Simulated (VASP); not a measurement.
# MgRhF5 (P4/mmm) in VASP: single point with r2SCAN+rVV10

Aim: the single point of MgRhF5 with r2SCAN+rVV10.

Everything below comes from runs of VASP 6.6.1. Logs are shortened: lines on timing, memory, paths and dates and some standing lists are left out, and cuts for length are marked.

## 1. The cell of the first run

It takes space group P4/mmm (No. 123, tetragonal). The conventional cell has a = 3.470 Å, b = 3.470 Å, c = 5.611 Å, α = 90.00°, β = 90.00°, γ = 90.00°. Mg (site symmetry 4/mmm) has 10 F at 2.10 to 2.81 Å within 2.9 Å. Within 3.1 Å of Rh (site symmetry 4/mmm) lie 12 F at 2.38 to 2.45 Å. Within 3.1 Å of F (site symmetry 4/mmm) lie 8 F at 2.38 Å and 4 Rh at 2.45 Å and 2 Mg at 2.81 Å. Within 2.8 Å of F (site symmetry 2mm) lie 2 Mg at 2.10 Å and 7 F at 2.37 to 2.45 Å and 2 Rh at 2.38 Å.

## 2. Single point, r2SCAN+rVV10

The input, POSCAR:

```
MgRhF5
1.0
    3.4702973768      0.0000000000      0.0000000000
    0.0000000000      3.4702973768      0.0000000000
    0.0000000000      0.0000000000      5.6112503460
Mg Rh F
1 1 5
Direct
    0.0000000000      0.0000000000      0.5000000000
    0.5000000000      0.5000000000      0.0000000000
    0.0000000000      0.0000000000      0.0000000000
    0.5000000000      0.0000000000      0.7109019266
    0.0000000000      0.5000000000      0.7109019266
    0.5000000000      0.0000000000      0.2890980734
    0.0000000000      0.5000000000      0.2890980734
```

The input, INCAR.step1:

```
  ALGO = Normal
  EDIFF = 1E-4
  ENCUT = 520
  GGA = PE
  ISMEAR = -1
  LASPH = T
  LCHARG = F
  LREAL = F
  LWAVE = T
  NBANDS = 35
  NELM = 100
  PREC = Accurate
  SIGMA = 0.03
```

The input, INCAR.step2:

```
  ALGO = Normal
  BPARAM = 11.95
  CPARAM = 0.0093
  EDIFF = 1E-7
  ENCUT = 520
  ISIF = 2
  ISMEAR = -1
  ISTART = 1
  IVDW_NL = 2
  LASPH = T
  LCHARG = F
  LMIXTAU = T
  LREAL = F
  LUSE_VDW = T
  LWAVE = F
  METAGGA = R2SCAN
  NBANDS = 35
  NELM = 100
  PREC = Accurate
  SIGMA = 0.03
```

The input, KPOINTS:

```
k-points
0
Gamma
  8 8 6
```

Potentials or basis: VASP PAW PBE potentials, release 64 (Mg, Rh_pv, F).

Run with:

```bash
> cat potpaw_PBE.64/Mg/POTCAR potpaw_PBE.64/Rh_pv/POTCAR potpaw_PBE.64/F/POTCAR > POTCAR
> cp INCAR.step1 INCAR
> mpirun -np 1 vasp_std > vasp.out
> cp INCAR.step2 INCAR
> mpirun -np 1 vasp_std > vasp.out
```

OUTCAR:

```text
BPARAM = 11.95
   EDIFF = 1E-7
   ENCUT = 520
   ISIF = 2
   ISMEAR = -1
   ISTART = 1
   IVDW_NL = 2
   LASPH = T
   LREAL = F
   METAGGA = R2SCAN
   NELM = 100
   PREC = Accurate

 ion  position               nearest neighbor table
   1  0.000  0.000  0.500-   4 2.10   5 2.10   6 2.10   7 2.10   5 2.10   7 2.10   4 2.10   6 2.10

   2  0.500  0.500  0.000-   4 2.38   5 2.38   6 2.38   7 2.38   4 2.38   6 2.38   5 2.38   7 2.38
                             3 2.45   3 2.45   3 2.45   3 2.45
   3  0.000  0.000  0.000-   2 2.45   2 2.45   2 2.45   2 2.45
   4  0.500  0.000  0.711-   1 2.10   1 2.10   2 2.38   2 2.38
   5  0.000  0.500  0.711-   1 2.10   1 2.10   2 2.38   2 2.38
   6  0.500  0.000  0.289-   1 2.10   1 2.10   2 2.38   2 2.38
   7  0.000  0.500  0.289-   1 2.10   1 2.10   2 2.38   2 2.38

  LATTYP: Found a simple tetragonal cell.
 ALAT       =     3.4702973768
 C/A-ratio  =     1.6169364572

  Lattice vectors:

 A1 = (   3.4702973768,   0.0000000000,   0.0000000000)
 A2 = (   0.0000000000,   3.4702973768,   0.0000000000)
 A3 = (   0.0000000000,   0.0000000000,   5.6112503460)

Analysis of symmetry for initial positions (statically):
=====================================================================
 Subroutine PRICEL returns:
 Original cell was already a primitive cell.

 Routine SETGRP: Setting up the symmetry group for a
 simple tetragonal supercell.

 Subroutine GETGRP returns: Found 16 space group operations
 (whereof 16 operations were pure point group operations)
 out of a pool of 16 trial point group operations.

The static configuration has the point symmetry D_4h.

Analysis of symmetry for dynamics (positions and initial velocities):
=====================================================================
 Subroutine PRICEL returns:
 Original cell was already a primitive cell.

 Routine SETGRP: Setting up the symmetry group for a
 simple tetragonal supercell.

 Subroutine GETGRP returns: Found 16 space group operations
 (whereof 16 operations were pure point group operations)
 out of a pool of 16 trial point group operations.

The dynamic configuration has the point symmetry D_4h.

 Subroutine INISYM returns: Found 16 space group operations
 (whereof 16 operations are pure point group operations),
 and found     1 'primitive' translations

----------------------------------------------------------------------------------------

                                     Primitive cell

  volume of cell :      67.5761

  direct lattice vectors                    reciprocal lattice vectors
     3.470297377  0.000000000  0.000000000     0.288159743  0.000000000  0.000000000
     0.000000000  3.470297377  0.000000000     0.000000000  0.288159743  0.000000000
     0.000000000  0.000000000  5.611250346     0.000000000  0.000000000  0.178213400

  length of vectors
     3.470297377  3.470297377  5.611250346     0.288159743  0.288159743  0.178213400

  position of ions in fractional coordinates (direct lattice)
     0.000000000  0.000000000  0.500000000
     0.500000000  0.500000000  0.000000000
     0.000000000  0.000000000  0.000000000
     0.500000000  0.000000000  0.710901927
     0.000000000  0.500000000  0.710901927
     0.500000000  0.000000000  0.289098073
     0.000000000  0.500000000  0.289098073

  ion indices of the primitive-cell ions
   primitive index   ion index
                 1           1
                 2           2
                 3           3
                 4           4
                 5           5
                 6           6
                 7           7

----------------------------------------------------------------------------------------

 KPOINTS: k-points

Automatic generation of k-mesh.
 Grid dimensions read from file:
 generate k-points for:    8    8    6

 Generating k-lattice:

  Cartesian coordinates                     Fractional coordinates (reciprocal lattice)
     0.036019968  0.000000000  0.000000000     0.125000000  0.000000000  0.000000000
     0.000000000  0.036019968  0.000000000     0.000000000  0.125000000  0.000000000
     0.000000000  0.000000000  0.029702233     0.000000000  0.000000000  0.166666667

  Length of vectors
     0.036019968  0.036019968  0.029702233

  Shift w.r.t. Gamma in fractional coordinates (k-lattice)
     0.000000000  0.000000000  0.000000000

 Subroutine IBZKPT returns following result:
 ===========================================

 Found     60 irreducible k-points:

 Following reciprocal coordinates:
            Coordinates               Weight
  0.000000  0.000000  0.000000      1.000000
  0.125000  0.000000  0.000000      4.000000
  0.250000  0.000000  0.000000      4.000000
  0.375000  0.000000  0.000000      4.000000
  0.500000  0.000000  0.000000      2.000000
  0.125000  0.125000  0.000000      4.000000
[... 16 lines left out ...]
  0.375000  0.125000  0.166667     16.000000
  0.500000  0.125000  0.166667      8.000000
 [... further k-points ...]
   k-points           NKPTS =     60   k-points in BZ     NKDIM =     60   number of bands    NBANDS=     35
   number of dos      NEDOS =    301   number of ions     NIONS =      7
   total plane-waves  NPLWV =  32928
   dimension x,y,z NGX =    28 NGY =   28 NGZ =   42
   dimension x,y,z NGXF=    56 NGYF=   56 NGZF=   84
   ions per type =               1   1   5
   NGX,Y,Z   is equivalent  to a cutoff of  13.41, 13.41, 12.44 a.u.
   NGXF,Y,Z  is equivalent  to a cutoff of  26.83, 26.83, 24.89 a.u.
 SYSTEM =  unknown system
   PREC   = accura    normal or accurate (medium, high low for compatibility)
   ISTART =      1    job   : 0-new  1-cont  2-samecut
   ICHARG =      0    charge: 1-file 2-atom 10-const
   ISPIN  =      1    spin polarized calculation?
   LNONCOLLINEAR =      F non collinear calculations
   LSORBIT =      F    spin-orbit coupling
   LASPH  =      T    aspherical Exc in radial PAW
   ENCUT  =  520.0 eV  38.22 Ry    6.18 a.u.   6.45  6.45 10.43*2*pi/ulx,y,z
   NELM   =    100;   NELMIN=  2; NELMDL=  0     # of ELM steps
   EDIFF  = 0.1E-06   stopping-criterion for ELM
   LREAL  =      F    real-space projection
   EDIFFG = 0.1E-05   stopping-criterion for IOM
   NSW    =      0    number of steps for IOM
   IBRION =     -1    ionic relax: 0-MD 1-quasi-New 2-CG
   NFREE  =      0    steps in history (QN), initial steepest desc. (CG)
   ISIF   =      2    stress and relaxation
   ISYM   =      2    0-nonsym 1-usesym 2-fastsym
   POTIM  = 0.5000    time-step for ionic-motion
   TEBEG  =    0.0;   TEEND  =   0.0 temperature during run
   PSTRESS=    0.0 pullay stress
   NELECT =      52.0000    total number of electrons
   NUPDOWN=      -1.0000    fix difference up-down
   EMIN   =  10.00;   EMAX   =-10.00  energy-range for DOS
   EFERMI =   0.00;   METHOD = LEGACY
   ISMEAR =    -1;   SIGMA  =   0.03  broadening in eV -4-tet -1-fermi 0-gaus
   EFERMI_NEDOS =   21; number of points for ismear=-14 and -15
   IALGO  =     38    algorithm
   IMIX   =      4    mixing-type and parameters
     AMIX     =   0.40;   BMIX     =  1.00
     AMIX_MAG =   1.60;   BMIX_MAG =  1.00
  volume/ion in A,a.u.               =       9.65        65.15
  Fermi-wavevector in a.u.,A,eV,Ry     =   1.500185  2.834939 30.620677  2.250556
  Thomas-Fermi vector in A             =   2.611718
   LORBIT       =      0    0 simple, 1 ext, 2 COOP (PROOUT), +10 PAW based schemes
   METAGGA = R2SCAN    functional components
   LHFCALC =     F    Hartree Fock is set to
   AEXX    =    0.0000 exact exchange contribution
   IVDW_NL    =     2    kernel type
   BPARAM     =11.9500
   IVDW    =     0    specifies the selected vdW correction
   LEPSILON=     F    determine dielectric tensor
   LRPA    =     F    only Hartree local field effects (RPA)
 non-spin polarized calculation
  energy-cutoff  :      520.00
  volume of cell :       67.58
 maximum number of plane-waves:      1853
 NGX is ok and might be reduce to    28
   NGX = 13   NGY = 13   NGZ = 21

 number of electron      51.9999978 magnetization

 Free energy of the ion-electron system (eV)
  ---------------------------------------------------
  ext. energy  EPLUGINS =         0.00000000
  ---------------------------------------------------
  free energy    TOTEN  =       -55.09742032 eV

  energy without entropy =      -55.06847714  energy(sigma->0) =      -55.08294873

 E-fermi :   2.8641     XC(G=0): -12.1441

 val. band max:        2.8602489703   @ k =   0.3750   0.2500   0.1667
 cond. band min:       2.8768038215   @ k =   0.1250   0.0000   0.5000
 fundamental gap:      0.0165548512
 Fermi energy:         2.8641404605

 k-point     1 :       0.0000    0.0000    0.0000
  band No.  band energies     occupation
      1     -45.2373      2.00000
      2     -44.9758      2.00000
      3     -44.9758      2.00000
      4     -21.6932      2.00000
      5     -20.8579      2.00000
      6     -20.1163      2.00000
[... 27 lines left out ...]
     34      18.7246      0.00000
     35      18.7246      0.00000

 k-point     2 :       0.1250    0.0000    0.0000
  band No.  band energies     occupation
      1     -45.2369      2.00000
      2     -44.9790      2.00000
      3     -44.9755      2.00000
      4     -21.6300      2.00000
      5     -20.8173      2.00000
      6     -20.1635      2.00000
[... 27 lines left out ...]
     34      18.5770      0.00000
     35      18.8040      0.00000

 k-point     3 :       0.2500    0.0000    0.0000
  band No.  band energies     occupation
      1     -45.2359      2.00000
      2     -44.9868      2.00000
      3     -44.9749      2.00000
      4     -21.4522      2.00000
      5     -20.7005      2.00000
      6     -20.3099      2.00000
[... 27 lines left out ...]
     34      18.6050      0.00000
     35      19.0162      0.00000
[... 723 lines left out ...]
 k-point    23 :       0.3750    0.1250    0.1667
  band No.  band energies     occupation
      1     -45.2346      2.00000
      2     -44.9942      2.00000
      3     -44.9774      2.00000
      4     -21.1181      2.00000
      5     -20.5720      2.00000
      6     -20.5197      2.00000
[... 27 lines left out ...]
     34      18.8621      0.00000
     35      19.0340      0.00000

 k-point    24 :       0.5000    0.1250    0.1667
  band No.  band energies     occupation
      1     -45.2342      2.00000
      2     -44.9974      2.00000
      3     -44.9771      2.00000
      4     -20.9059      2.00000
      5     -20.7332      2.00000
      6     -20.3766      2.00000
[... 27 lines left out ...]
     34      18.9800      0.00000
     35      19.0641      0.00000

 [... further k-points ...]

------------------------ aborting loop because EDIFF is reached ----------------------------------------

  FORCE on cell =-STRESS in cart. coord.  units (eV):
  Direction    XX          YY          ZZ          XY          YZ          ZX
  --------------------------------------------------------------------------------------
  -------------------------------------------------------------------------------------
  Total       -0.2508933     -0.2508933     -0.1712074      0.0000000      0.0000000      0.0000000
  in kB       -5.9484873     -5.9484873     -4.0591973      0.0000000      0.0000000      0.0000000
  external PRESSURE =      -5.3187240 kB  Pullay stress =       0.0000000 kB

 VOLUME and BASIS-vectors are now :
 -----------------------------------------------------------------------------
  energy-cutoff  :      520.00
  volume of cell :       67.58
      direct lattice vectors                 reciprocal lattice vectors
     3.470297377  0.000000000  0.000000000     0.288159743  0.000000000  0.000000000
     0.000000000  3.470297377  0.000000000     0.000000000  0.288159743  0.000000000
     0.000000000  0.000000000  5.611250346     0.000000000  0.000000000  0.178213400

 POSITION                                       TOTAL-FORCE (eV/Angst)
 -----------------------------------------------------------------------------------
      0.00000      0.00000      2.80563         0.000000      0.000000     -0.000000
      1.73515      1.73515      0.00000         0.000000      0.000000     -0.000000
      0.00000      0.00000      0.00000         0.000000      0.000000     -0.000000
      1.73515      0.00000      3.98905         0.000000      0.000000     -0.073670
      0.00000      1.73515      3.98905         0.000000      0.000000     -0.073670
      1.73515      0.00000      1.62220        -0.000000      0.000000      0.073670
      0.00000      1.73515      1.62220        -0.000000      0.000000      0.073670
 -----------------------------------------------------------------------------------
    total drift:                                0.000000      0.000000      0.000000

  FREE ENERGIE OF THE ION-ELECTRON SYSTEM (eV)
  ---------------------------------------------------
  free  energy   TOTEN  =       -55.0974203248 eV

  energy  without entropy=      -55.0684771438  energy(sigma->0) =      -55.08294873
```

Run time: 15 min. Hardware: 1 thread of AMD EPYC 7R43 (Zen 3), shared host; peak memory 0.36 GiB.

What came out:

```yaml
Free_energy: -55.0974 eV
Pressure: -0.5 GPa
Largest_force: 0.074 eV/Å
Band_gap_on_the_k_mesh: zero (bands 26 and 27 overlap by 0.51 eV)
```

Forces on the atoms (eV/Å):
```
Mg   0.000  0.000  0.000
Rh   0.000  0.000  0.000
F    0.000  0.000  0.000
F    0.000  0.000 -0.074
F    0.000  0.000 -0.074
F    0.000  0.000  0.074
F    0.000  0.000  0.074
```

Stress tensor (GPa, compression positive):
```
-0.59  0.00  0.00
 0.00 -0.59  0.00
 0.00  0.00 -0.41
```

Levels at points of the mesh, in eV from the Fermi level:
| k point | band 22 | band 23 | band 24 | band 25 | band 26 | band 27 | band 28 | band 29 | band 30 | band 31 |
| --- | --- | --- | --- | --- | --- | --- | --- | --- | --- | --- |
| (0.00, 0.00, 0.00) | -2.12 | -1.70 | -1.61 | -1.07 | -0.59 | 0.18 | 0.18 | 5.32 | 10.50 | 11.97 |
| (0.50, 0.00, 0.00) | -2.78 | -1.36 | -0.72 | -0.10 | 0.20 | 0.26 | 0.64 | 8.99 | 10.67 | 11.66 |
| (0.50, 0.50, 0.00) | -1.76 | -1.56 | -0.92 | -0.90 | -0.14 | 0.17 | 0.17 | 8.70 | 11.94 | 12.69 |
| (0.00, 0.00, 0.50) | -1.94 | -1.94 | -1.65 | -1.07 | 0.03 | 0.03 | 0.04 | 6.78 | 8.19 | 12.76 |
| (0.50, 0.00, 0.50) | -2.28 | -1.54 | -0.33 | -0.17 | -0.01 | 0.04 | 0.64 | 9.37 | 10.64 | 11.83 |
| (0.50, 0.50, 0.50) | -1.61 | -1.61 | -0.87 | -0.85 | -0.30 | -0.30 | -0.07 | 9.17 | 11.63 | 13.03 |

Caveat: the PAW data sets were made with another functional, which shifts forces and pressure a little.
